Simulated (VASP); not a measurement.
# PtSe2 (P-3m1) in VASP: a series of runs, part 2 of 2

VASP 6.6.1. The steps go on from the part before.

### Step 5. Single point, PBEsol

This run uses another cell than the first one, of 19.85 Å³/atom, 0.980 times its volume.

The input, INCAR:

```
SYSTEM = PtSe2
  PREC = Accurate
  ENCUT = 520
  EDIFF = 1E-6
  ISMEAR = 0
  SIGMA = 0.1
  LREAL = .False.
  LASPH = .True.
  NELM = 100
  ALGO = Normal
  ISIF = 2
  LWAVE = .False.
  LCHARG = .False.
  GGA = PS
  NBANDS = 18
```

The input, KPOINTS:

```
regular mesh
0
Gamma
  15 15 8
  0 0 0
```

The input, POSCAR:

```
PtSe2
1.0
    3.7603063705      0.0000000000      0.0000000000
   -1.8801531853      3.2565208429      0.0000000000
    0.0000000000      0.0000000000      4.8632412210
Pt Se
1 2
Direct
    0.0000000000      0.0000000000      0.0000000000
    0.3333333333      0.6666666667      0.2607783429
    0.6666666667      0.3333333333      0.7392216571
```

Potentials or basis: VASP PAW PBE potentials, release 64 (Pt, Se).

Launch:

```
cat potpaw_PBE.64/Pt/POTCAR potpaw_PBE.64/Se/POTCAR > POTCAR
mpirun -np 1 vasp_std > vasp.out
```

OUTCAR:

```text
SYSTEM = PtSe2
   PREC = Accurate
   ENCUT = 520
   EDIFF = 1E-6
   ISMEAR = 0
   LREAL = .False.
   LASPH = .True.
   NELM = 100
   ISIF = 2
   GGA = PS

 ion  position               nearest neighbor table
   1  0.000  0.000  0.000-   2 2.51   3 2.51   3 2.51   2 2.51   3 2.51   2 2.51
   2  0.333  0.667  0.261-   1 2.51   1 2.51   1 2.51
   3  0.667  0.333  0.739-   1 2.51   1 2.51   1 2.51

  LATTYP: Found a hexagonal cell.
 ALAT       =     3.7603063705
 C/A-ratio  =     1.2933098375

  Lattice vectors:

 A1 = (   3.7603063705,   0.0000000000,   0.0000000000)
 A2 = (  -1.8801531853,   3.2565208429,   0.0000000000)
 A3 = (   0.0000000000,   0.0000000000,   4.8632412210)

Analysis of symmetry for initial positions (statically):
=====================================================================
 Subroutine PRICEL returns:
 Original cell was already a primitive cell.

 Routine SETGRP: Setting up the symmetry group for a
 hexagonal supercell.

 Subroutine GETGRP returns: Found 12 space group operations
 (whereof 12 operations were pure point group operations)
 out of a pool of 24 trial point group operations.

[... 158 lines left out ...]
  ext. energy  EPLUGINS =         0.00000000
  ---------------------------------------------------
  free energy    TOTEN  =       -15.90790627 eV

  energy without entropy =      -15.90445327  energy(sigma->0) =      -15.90617977

 E-fermi :   6.5543     XC(G=0): -10.9600

 val. band max:        6.5526915618   @ k =  -0.2000  -0.4667   0.1250
 cond. band min:       6.5736764790   @ k =   0.3333   0.2667   0.0000
 fundamental gap:      0.0209849172
 Fermi energy:         6.5542588292

 k-point     1 :       0.0000    0.0000    0.0000
  band No.  band energies     occupation
      1      -9.1522      2.00000
      2      -6.0755      2.00000
      3      -0.6160      2.00000
      4       0.2179      2.00000
      5       0.2179      2.00000
      6       2.7033      2.00000
[... 481 lines left out ...]
      5       1.0711      2.00000
      6       1.6695      2.00000
[... 10 lines left out ...]
     17      15.5658      0.00000
     18      16.7893      0.00000

 [... further k-points ...]
[... 5 lines left out ...]
  --------------------------------------------------------------------------------------
  -------------------------------------------------------------------------------------
  Total        0.0277551      0.0277551      0.0173115     -0.0000000     -0.0000000      0.0000000
  in kB        0.7467088      0.7467088      0.4657392     -0.0000000     -0.0000000      0.0000000
  external PRESSURE =       0.6530522 kB  Pullay stress =       0.0000000 kB

 VOLUME and BASIS-vectors are now :
 -----------------------------------------------------------------------------
  energy-cutoff  :      520.00
  volume of cell :       59.55
      direct lattice vectors                 reciprocal lattice vectors
     3.760306370  0.000000000  0.000000000     0.265935778  0.153538093  0.000000000
    -1.880153185  3.256520843  0.000000000     0.000000000  0.307076186  0.000000000
     0.000000000  0.000000000  4.863241221     0.000000000  0.000000000  0.205624182

 POSITION                                       TOTAL-FORCE (eV/Angst)
 -----------------------------------------------------------------------------------
      0.00000      0.00000      0.00000         0.000000      0.000000      0.000000
     -0.00000      2.17101      1.26823         0.000000      0.000000      0.015408
      1.88015      1.08551      3.59501        -0.000000      0.000000     -0.015408
 -----------------------------------------------------------------------------------
    total drift:                               -0.000000      0.000000      0.000000

  FREE ENERGIE OF THE ION-ELECTRON SYSTEM (eV)
  ---------------------------------------------------
  free  energy   TOTEN  =       -15.9079062659 eV

  energy  without entropy=      -15.9044532682  energy(sigma->0) =      -15.90617977
```

Wall time 3.4 min (1 thread of AMD EPYC 7R43 (Zen 3), shared host); peak memory 0.29 GiB.

What came out:

* Free energy: -15.9079 eV
* Pressure: 0.1 GPa
* Largest force: 0.015 eV/Å
* Band gap on the k mesh: zero (band 11 reaches 7.30 eV, above the bottom of band 12 at 6.48 eV)

Forces in eV/Å, atoms in the order of the input:
```
Pt   0.000  0.000  0.000
Se   0.000  0.000  0.015
Se   0.000  0.000 -0.015
```

Levels at points of the mesh, in eV from the Fermi level:
```tsv
k point	band 7	band 8	band 9	band 10	band 11	band 12	band 13	band 14	band 15	band 16
(0.00, 0.00, 0.00)	-3.85	-2.47	-1.01	-1.01	0.75	1.20	1.20	3.28	4.07	7.21
(0.00, 0.00, 0.50)	-3.90	-2.93	-1.67	-1.64	-1.64	2.36	2.36	4.87	6.44	6.55
```

Caveat: the PAW data sets were made with another functional, which shifts forces and pressure a little; spin-orbit coupling is left out, which moves the levels of the heavy elements.

### Step 6. Overview

```tsv
level	cell	k mesh	gap on the mesh (eV)	pressure (GPa)	largest force (eV/Å)
PBEsol	a = 3.724, b = 3.724, c = 5.062 Å, angles 90.0, 90.0, 120.0°, 3 atoms	6 × 6 × 4	none	2.2	0.35
PBEsol	a = 3.760, b = 3.760, c = 4.863 Å, angles 90.0, 90.0, 120.0°, 3 atoms	9 × 9 × 7	none	0.1	-
PBEsol+D4	a = 3.760, b = 3.760, c = 4.863 Å, angles 90.0, 90.0, 120.0°, 3 atoms	9 × 9 × 7	none	-2.2	0.01
PBEsol	a = 3.760, b = 3.760, c = 4.863 Å, angles 90.0, 90.0, 120.0°, 3 atoms	15 × 15 × 8	none	0.1	0.02
```

Alike in all rows: task single point; potentials or basis VASP PAW PBE potentials, release 64 (Pt, Se); no spin polarisation; cutoff (eV) 520; smearing gaussian 0.1 eV.

Caveats: the PAW data sets were made with another functional, which shifts forces and pressure a little; spin-orbit coupling is left out, which moves the levels of the heavy elements; pairwise dispersion overbinds metals, which lowers pressure and volume (some runs).

Total energies depend on the potentials used, so only differences within one code and one set of settings carry meaning.
